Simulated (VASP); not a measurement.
A run of VASP 6.6.1 is set up as follows.

File INCAR:

```
SYSTEM = BiTe
PREC = Accurate
ENCUT = 520
EDIFF = 1E-6
ISMEAR = 0
SIGMA = 0.15
LREAL = .FALSE.
LASPH = .TRUE.
NELM = 100
ALGO = Normal
ISIF = 2
LWAVE = .FALSE.
LCHARG = .TRUE.
GGA = PE
LELF = .TRUE.
LVHAR = .TRUE.
NBANDS = 18
```

The input KPOINTS:

```
regular mesh
0
G
  12 12 12
  0 0 0
```

POSCAR

```
BiTe
1.0
    2.4227077728      1.3987509848      3.2675325752
   -2.4227077728      1.3987509848      3.2675325752
    0.0000000000     -2.7975019696      3.2675325752
Bi Te
1 1
Direct
    0.5000000000      0.5000000000      0.5000000000
    0.0000000000      0.0000000000      0.0000000000
```

Potentials or basis: VASP PAW PBE potentials, release 64 (Bi_d, Te).

The run is started by

```sh
$ cat potpaw_PBE.64/Bi_d/POTCAR potpaw_PBE.64/Te/POTCAR > POTCAR
$ mpirun -np 1 vasp_std > vasp.out
```

(1) What does it give for the pressure?

Results:

(1) 0.5 GPa.

Caveat: the cell differs from its parent crystal (strain +0.000 along x and y, -0.015 along z).
